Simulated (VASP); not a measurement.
# Ba (Fd-3m) in VASP: single point with PBEsol

Aim: the single point of Ba with PBEsol.

Everything below comes from runs of VASP 6.6.1. Logs are shortened: lines on timing, memory, paths and dates and some standing lists are left out, and cuts for length are marked.

## (1) The cell of the first run

Symmetry: Fd-3m, No. 227, cubic system. Conventional cell: a = 7.422 Å, b = 7.422 Å, c = 7.422 Å, α = 90.00°, β = 90.00°, γ = 90.00°. Ba (site symmetry -43m) has 4 Ba at 3.21 Å within 4.2 Å.

## (2) Single point, PBEsol

The input, INCAR:

```
SYSTEM = Ba
PREC = Accurate ; ENCUT = 520
EDIFF = 1E-6 ; ISMEAR = -1
SIGMA = 0.13605693000000002 ; LREAL = .False.
LASPH = .True. ; NELM = 80
ALGO = Normal ; ISIF = 2
LWAVE = .False. ; LCHARG = .False.
GGA = PS ; NBANDS = 17
```

The input, KPOINTS:

```
regular mesh
0
Gamma
  8 8 8
  0 0 0
```

The input, POSCAR:

```
Ba
1.0
    0.0000000000      3.7109972302      3.7109972302
    3.7109972302      0.0000000000      3.7109972302
    3.7109972302      3.7109972302      0.0000000000
Ba
2
Direct
    0.0000000000      0.0000000000      0.0000000000
    0.2500000000      0.2500000000      0.2500000000
```

Potentials or basis: VASP PAW PBE potentials, release 64 (Ba_sv).

Launch:

```
> cat potpaw_PBE.64/Ba_sv/POTCAR > POTCAR
> mpirun -np 1 vasp_std > vasp.out
```

OUTCAR:

```text
SYSTEM = Ba
   PREC = Accurate
   ENCUT = 520
   EDIFF = 1E-6
   ISMEAR = -1
   LREAL = .False.
   LASPH = .True.
   NELM = 80
   ISIF = 2
   GGA = PS

 ion  position               nearest neighbor table
   1  0.000  0.000  0.000-   2 3.21   2 3.21   2 3.21   2 3.21
   2  0.250  0.250  0.250-   1 3.21   1 3.21   1 3.21   1 3.21

  LATTYP: Found a face centered cubic cell.
 ALAT       =     7.4219944604

  Lattice vectors:

 A1 = (   0.0000000000,   3.7109972302,   3.7109972302)
 A2 = (   3.7109972302,   0.0000000000,   3.7109972302)
 A3 = (   3.7109972302,   3.7109972302,   0.0000000000)

Analysis of symmetry for initial positions (statically):
=====================================================================
 Subroutine PRICEL returns:
 Original cell was already a primitive cell.

 Routine SETGRP: Setting up the symmetry group for a
 face centered cubic supercell.

 Subroutine GETGRP returns: Found 48 space group operations
 (whereof 24 operations were pure point group operations)
 out of a pool of 48 trial point group operations.

The static configuration has the point symmetry T_d .
 The point group associated with its full space group is O_h .

Analysis of symmetry for dynamics (positions and initial velocities):
=====================================================================
 Subroutine PRICEL returns:
 Original cell was already a primitive cell.

 Routine SETGRP: Setting up the symmetry group for a
 face centered cubic supercell.

 Subroutine GETGRP returns: Found 48 space group operations
 (whereof 24 operations were pure point group operations)
 out of a pool of 48 trial point group operations.

The dynamic configuration has the point symmetry T_d .
 The point group associated with its full space group is O_h .

 Subroutine INISYM returns: Found 48 space group operations
 (whereof 24 operations are pure point group operations),
 and found     1 'primitive' translations

----------------------------------------------------------------------------------------

                                     Primitive cell

  volume of cell :     102.2120

  direct lattice vectors                    reciprocal lattice vectors
     0.000000000  3.710997230  3.710997230    -0.134734673  0.134734673  0.134734673
     3.710997230  0.000000000  3.710997230     0.134734673 -0.134734673  0.134734673
     3.710997230  3.710997230  0.000000000     0.134734673  0.134734673 -0.134734673

  length of vectors
     5.248142613  5.248142613  5.248142613     0.233367300  0.233367300  0.233367300

  position of ions in fractional coordinates (direct lattice)
     0.000000000  0.000000000  0.000000000
     0.250000000  0.250000000  0.250000000

  ion indices of the primitive-cell ions
   primitive index   ion index
                 1           1
                 2           2

----------------------------------------------------------------------------------------

 KPOINTS: regular mesh

Automatic generation of k-mesh.
 Grid dimensions read from file:
 generate k-points for:    8    8    8

 Generating k-lattice:

  Cartesian coordinates                     Fractional coordinates (reciprocal lattice)
    -0.016841834  0.016841834  0.016841834     0.125000000  0.000000000  0.000000000
     0.016841834 -0.016841834  0.016841834     0.000000000  0.125000000  0.000000000
     0.016841834  0.016841834 -0.016841834     0.000000000  0.000000000  0.125000000

  Length of vectors
     0.029170912  0.029170912  0.029170912

  Shift w.r.t. Gamma in fractional coordinates (k-lattice)
     0.000000000  0.000000000  0.000000000

 Subroutine IBZKPT returns following result:
 ===========================================

 Found     29 irreducible k-points:

 Following reciprocal coordinates:
            Coordinates               Weight
  0.000000  0.000000  0.000000      1.000000
  0.125000  0.000000  0.000000      8.000000
  0.250000  0.000000  0.000000      8.000000
  0.375000  0.000000  0.000000      8.000000
  0.500000  0.000000  0.000000      4.000000
  0.125000  0.125000  0.000000      6.000000
[... 16 lines left out ...]
  0.500000  0.250000  0.125000     48.000000
 -0.375000  0.250000  0.125000     24.000000
 [... further k-points ...]
   k-points           NKPTS =     29   k-points in BZ     NKDIM =     29   number of bands    NBANDS=     17
   number of dos      NEDOS =    301   number of ions     NIONS =      2
   total plane-waves  NPLWV =  64000
   dimension x,y,z NGX =    40 NGY =   40 NGZ =   40
   dimension x,y,z NGXF=    80 NGYF=   80 NGZF=   80
   ions per type =               2
   NGX,Y,Z   is equivalent  to a cutoff of  12.67, 12.67, 12.67 a.u.
   NGXF,Y,Z  is equivalent  to a cutoff of  25.34, 25.34, 25.34 a.u.
 SYSTEM =  Ba
   PREC   = accura    normal or accurate (medium, high low for compatibility)
   ISTART =      0    job   : 0-new  1-cont  2-samecut
   ICHARG =      2    charge: 1-file 2-atom 10-const
   ISPIN  =      1    spin polarized calculation?
   LNONCOLLINEAR =      F non collinear calculations
   LSORBIT =      F    spin-orbit coupling
   LASPH  =      T    aspherical Exc in radial PAW
   ENCUT  =  520.0 eV  38.22 Ry    6.18 a.u.   9.76  9.76  9.76*2*pi/ulx,y,z
   NELM   =     80;   NELMIN=  2; NELMDL= -5     # of ELM steps
   EDIFF  = 0.1E-05   stopping-criterion for ELM
   LREAL  =      F    real-space projection
   EDIFFG = 0.1E-04   stopping-criterion for IOM
   NSW    =      0    number of steps for IOM
   IBRION =     -1    ionic relax: 0-MD 1-quasi-New 2-CG
   NFREE  =      0    steps in history (QN), initial steepest desc. (CG)
   ISIF   =      2    stress and relaxation
   ISYM   =      2    0-nonsym 1-usesym 2-fastsym
   POTIM  = 0.5000    time-step for ionic-motion
   TEBEG  =    0.0;   TEEND  =   0.0 temperature during run
   PSTRESS=    0.0 pullay stress
   NELECT =      20.0000    total number of electrons
   NUPDOWN=      -1.0000    fix difference up-down
   EMIN   =  10.00;   EMAX   =-10.00  energy-range for DOS
   EFERMI =   0.00;   METHOD = LEGACY
   ISMEAR =    -1;   SIGMA  =   0.14  broadening in eV -4-tet -1-fermi 0-gaus
   EFERMI_NEDOS =   21; number of points for ismear=-14 and -15
   IALGO  =     38    algorithm
   IMIX   =      4    mixing-type and parameters
     AMIX     =   0.40;   BMIX     =  1.00
     AMIX_MAG =   1.60;   BMIX_MAG =  1.00
  volume/ion in A,a.u.               =      51.11       344.88
  Fermi-wavevector in a.u.,A,eV,Ry     =   0.950424  1.796042 12.290229  0.903306
  Thomas-Fermi vector in A             =   2.078800
   LORBIT       =      0    0 simple, 1 ext, 2 COOP (PROOUT), +10 PAW based schemes
   GGA     = PS    functional components
   LHFCALC =     F    Hartree Fock is set to
   AEXX    =    0.0000 exact exchange contribution
   IVDW    =     0    specifies the selected vdW correction
   LEPSILON=     F    determine dielectric tensor
   LRPA    =     F    only Hartree local field effects (RPA)
 non-spin polarized calculation
  energy-cutoff  :      520.00
  volume of cell :      102.21
 maximum number of plane-waves:      2786
   NGX = 19   NGY = 19   NGZ = 19

 number of electron      20.0000001 magnetization

 Free energy of the ion-electron system (eV)
  ---------------------------------------------------
  ext. energy  EPLUGINS =         0.00000000
  ---------------------------------------------------
  free energy    TOTEN  =        -2.52933099 eV

  energy without entropy =       -2.39134018  energy(sigma->0) =       -2.46033558

 E-fermi :   1.9089     XC(G=0):  -8.0842

 val. band max:        1.8856312275   @ k =  -0.3750   0.1250   0.0000
 cond. band min:       1.9488866854   @ k =  -0.2500   0.2500   0.0000
 fundamental gap:      0.0632554579
 Fermi energy:         1.9088523246

 k-point     1 :       0.0000    0.0000    0.0000
  band No.  band energies     occupation
      1     -27.4358      2.00000
      2     -26.4782      2.00000
      3     -12.9994      2.00000
      4     -12.9994      2.00000
      5     -12.9994      2.00000
      6     -11.5490      2.00000
[... 9 lines left out ...]
     16       5.2540      0.00000
     17       5.2540      0.00000

 k-point     2 :       0.1250    0.0000    0.0000
  band No.  band energies     occupation
      1     -27.4109      2.00000
      2     -26.5079      2.00000
      3     -13.0307      2.00000
      4     -13.0307      2.00000
      5     -13.0032      2.00000
      6     -11.5356      2.00000
[... 9 lines left out ...]
     16       5.1563      0.00000
     17       5.1563      0.00000

 k-point     3 :       0.2500    0.0000    0.0000
  band No.  band energies     occupation
      1     -27.3430      2.00000
      2     -26.5874      2.00000
      3     -13.1001      2.00000
      4     -13.1001      2.00000
      5     -13.0168      2.00000
      6     -11.4956      2.00000
[... 9 lines left out ...]
     16       5.2622      0.00000
     17       5.2622      0.00000

 k-point     4 :       0.3750    0.0000    0.0000
  band No.  band energies     occupation
      1     -27.2571      2.00000
      2     -26.6848      2.00000
      3     -13.1627      2.00000
      4     -13.1627      2.00000
      5     -13.0362      2.00000
      6     -11.4454      2.00000
[... 9 lines left out ...]
     16       5.9520      0.00000
     17       5.9520      0.00000
[... 343 lines left out ...]
      1     -27.2814      2.00000
      2     -26.6576      2.00000
      3     -13.2634      2.00000
      4     -13.1823      2.00000
      5     -12.8077      2.00000
      6     -11.7153      2.00000
[... 9 lines left out ...]
     16       5.0555      0.00000
     17       5.0955      0.00000

 k-point    23 :       0.5000    0.2500    0.1250
  band No.  band energies     occupation
      1     -27.1943      2.00000
      2     -26.7538      2.00000
      3     -13.3501      2.00000
      4     -13.2370      2.00000
      5     -12.7263      2.00000
      6     -11.7666      2.00000
[... 9 lines left out ...]
     16       5.0402      0.00000
     17       5.8292      0.00000

 k-point    24 :      -0.3750    0.2500    0.1250
  band No.  band energies     occupation
      1     -27.1444      2.00000
      2     -26.8076      2.00000
      3     -13.3811      2.00000
      4     -13.2621      2.00000
      5     -12.6919      2.00000
      6     -11.7865      2.00000
[... 9 lines left out ...]
     16       5.2963      0.00000
     17       5.7382      0.00000

 [... further k-points ...]
[... 5 lines left out ...]
  --------------------------------------------------------------------------------------
  -------------------------------------------------------------------------------------
  Total        0.4336023      0.4336023      0.4336023     -0.0000000     -0.0000000      0.0000000
  in kB        6.7967347      6.7967347      6.7967347     -0.0000000     -0.0000000      0.0000000
  external PRESSURE =       6.7967347 kB  Pullay stress =       0.0000000 kB

 VOLUME and BASIS-vectors are now :
 -----------------------------------------------------------------------------
  energy-cutoff  :      520.00
  volume of cell :      102.21
      direct lattice vectors                 reciprocal lattice vectors
     0.000000000  3.710997230  3.710997230    -0.134734673  0.134734673  0.134734673
     3.710997230  0.000000000  3.710997230     0.134734673 -0.134734673  0.134734673
     3.710997230  3.710997230  0.000000000     0.134734673  0.134734673 -0.134734673

 POSITION                                       TOTAL-FORCE (eV/Angst)
 -----------------------------------------------------------------------------------
      0.00000      0.00000      0.00000        -0.000000     -0.000000     -0.000000
      1.85550      1.85550      1.85550         0.000000      0.000000      0.000000
 -----------------------------------------------------------------------------------
    total drift:                               -0.000000      0.000000      0.000000

  FREE ENERGIE OF THE ION-ELECTRON SYSTEM (eV)
  ---------------------------------------------------
  free  energy   TOTEN  =        -2.5293309855 eV

  energy  without entropy=       -2.3913401767  energy(sigma->0) =       -2.46033558
```

It took 31 s on 1 thread of Intel Xeon Platinum 8488C (Sapphire Rapids), shared host; peak memory 0.24 GiB.

What came out:

```yaml
Free_energy: -2.5293 eV
Pressure: 0.7 GPa
Band_gap_on_the_k_mesh: zero (band 10 reaches 2.05 eV, above the bottom of band 11 at 1.88 eV)
```

Caveat: the PAW data sets were made with another functional, which shifts forces and pressure a little; spin-orbit coupling is left out, which moves the levels of the heavy elements.
